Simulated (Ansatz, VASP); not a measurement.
**Two plane-wave programs on Li2ZrP2**

```
CELL_PARAMETERS angstrom
-1.91264 1.91264 5.01832
1.91264 -1.91264 5.01832
1.91264 1.91264 -5.01832
ATOMIC_POSITIONS crystal
Li 0.25000 0.75000 0.50000
Li 0.75000 0.25000 0.50000
Zr 0.00000 0.00000 0.00000
P 0.62600 0.62600 0.00000
P 0.37400 0.37400 0.00000
```

Alike in both runs: task relaxation of cell and atoms; functional PBE; k mesh 6 × 6 × 6; occupations gaussian, width 0.1 eV; no spin polarisation.

|  | VASP | Ansatz |
| --- | --- | --- |
| version | VASP 6.6.1 | Ansatz 0.2.0 |
| potentials or method | VASP PAW PBE potentials, release 64 (Li_sv, Zr_sv, P), cutoff 600 eV | scalar-relativistic, plane waves, PAW |
| valence electrons in the cell | 28 | 28 |

```tsv
	VASP	Ansatz	Ansatz less VASP
gap on the k mesh at the Fermi level, each at its own relaxed structure (eV)	none	none	-
relaxed volume (Å³/atom)	14.79	14.81	+0.025
relaxed cell length with the largest relative difference (Å)	6.243	6.241	-0.0015
```

A gap of «none» marks a metal or a gap that the smearing closes.

The k mesh is coarse, so the values compare programs but aren't converged. Noted on VASP's run: the cutoff is short for stress, so the pressure is rough.
